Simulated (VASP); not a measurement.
Here is a VASP 6.6.1 calculation.

Contents of POSCAR:

```
BP
1.0
    0.0000000000      2.2537713532      2.2537713532
    2.2537713532      0.0000000000      2.2537713532
    2.2537713532      2.2537713532      0.0000000000
P B
1 1
Direct
    0.7500000000      0.7500000000      0.7500000000
    0.0000000000      0.0000000000      0.0000000000
```

The input INCAR.step1:

```
SYSTEM = BP
ALGO = Normal
EDIFF = 1E-4
ENCUT = 520
GGA = PE
ISMEAR = -1
LASPH = .True.
LCHARG = .False.
LREAL = .False.
LWAVE = .True.
NBANDS = 11
NELM = 100
PREC = Accurate
SIGMA = 0.05
```

The input INCAR.step2:

```
SYSTEM = BP
ALGO = Normal
EDIFF = 1E-6
ENCUT = 520
ISIF = 2
ISMEAR = -1
ISTART = 1
LASPH = .True.
LCHARG = .True.
LELF = .True.
LMIXTAU = .True.
LREAL = .False.
LVHAR = .True.
LWAVE = .False.
METAGGA = R2SCAN
NBANDS = 11
NELM = 100
PREC = Accurate
SIGMA = 0.05
```

KPOINTS

```
k-points
0
Gamma
  10 10 10
  0 0 0
```

Potentials or basis: VASP PAW PBE potentials, release 64 (P, B).

Run with:

```sh
$ cat potpaw_PBE.64/P/POTCAR potpaw_PBE.64/B/POTCAR > POTCAR
$ cp INCAR.step1 INCAR
$ mpirun -np 1 vasp_std > vasp.out
$ cp INCAR.step2 INCAR
$ mpirun -np 1 vasp_std > vasp.out
```

Q: Estimate the band gap on the k mesh.

A: 1.42 eV, indirect (least direct gap 3.67 eV).

Q: Predict the pressure.

A: 2.8 GPa.

Caveat: the PAW data sets were made with another functional, which shifts forces and pressure a little. r2SCAN opens gaps a little over a GGA but as a rule still falls short of measured ones.
